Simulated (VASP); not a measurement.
Set up this calculation in VASP 6.6.1, as the native input.

```
Task                   : single point
Functional             : PBE
Potentials or basis    : VASP PAW PBE potentials, release 64 (N_h)
Cutoff                 : 1330 eV
k mesh                 : 6 × 6 × 6
Occupations            : fermi-dirac, width 0.02 eV
Spin                   : no spin polarisation
Dipole correction      : no
Further INCAR settings : ALGO = Normal; EDIFF = 1e-06; NBANDS = 30
```

The structure of N lies in POSCAR:

```
N
1.0
    5.4776496753      0.0000000000      0.0000000000
    0.0000000000      5.4776496753      0.0000000000
    0.0000000000      0.0000000000      5.4776496753
N
8
Direct
    0.0576092872      0.0576092872      0.0576092872
    0.4423907128      0.9423907128      0.5576092872
    0.5576092872      0.4423907128      0.9423907128
    0.9423907128      0.5576092872      0.4423907128
    0.9423907128      0.9423907128      0.9423907128
    0.5576092872      0.0576092872      0.4423907128
    0.4423907128      0.5576092872      0.0576092872
    0.0576092872      0.4423907128      0.5576092872
```

The input as run:

INCAR

```
SYSTEM = N
PREC     = Accurate       ! precision mode
ENCUT    = 1330           ! plane-wave cutoff, eV
EDIFF    = 1E-6           ! SCF threshold, eV
ISMEAR   = -1             ! smearing method
SIGMA    = 0.02           ! smearing width, eV
LREAL    = .False.        ! projectors in reciprocal space
LASPH    = .True.         ! aspherical terms in the spheres
NELM     = 120            ! most SCF steps
ALGO     = Normal         ! electronic algorithm
ISIF     = 2              ! what is computed and relaxed
LWAVE    = .False.        ! write WAVECAR
LCHARG   = .False.        ! write CHGCAR
GGA      = PE             ! functional
NBANDS   = 30             ! bands
GGA_COMPAT= .False.
```

KPOINTS

```
Automatic mesh
0
Gamma
  6 6 6
  0 0 0
```

Potentials or basis: VASP PAW PBE potentials, release 64 (N_h).

The run is started by

```bash
$ cat potpaw_PBE.64/N_h/POTCAR > POTCAR
$ mpirun -np 1 vasp_std > vasp.out
```

Results of the run:

```yaml
Pressure: 2.6 GPa
Largest_force: 1.232 eV/Å
Band_gap_on_the_k_mesh: 7.36 eV (least direct gap 7.39 eV)
```

Caveat: this functional lacks dispersion, which holds the molecules together, so the pressure and a relaxed volume are unreliable; forces of over 1 eV/Å act on the atoms, so gaps and moduli don't describe the material at rest.

Wall time 7.2 min on 1 thread of Intel(R) Xeon(R) Platinum 8259CL CPU @ 2.50GHz (Skylake/Cascade Lake), with other jobs on the host, peak memory 0.88 GiB.
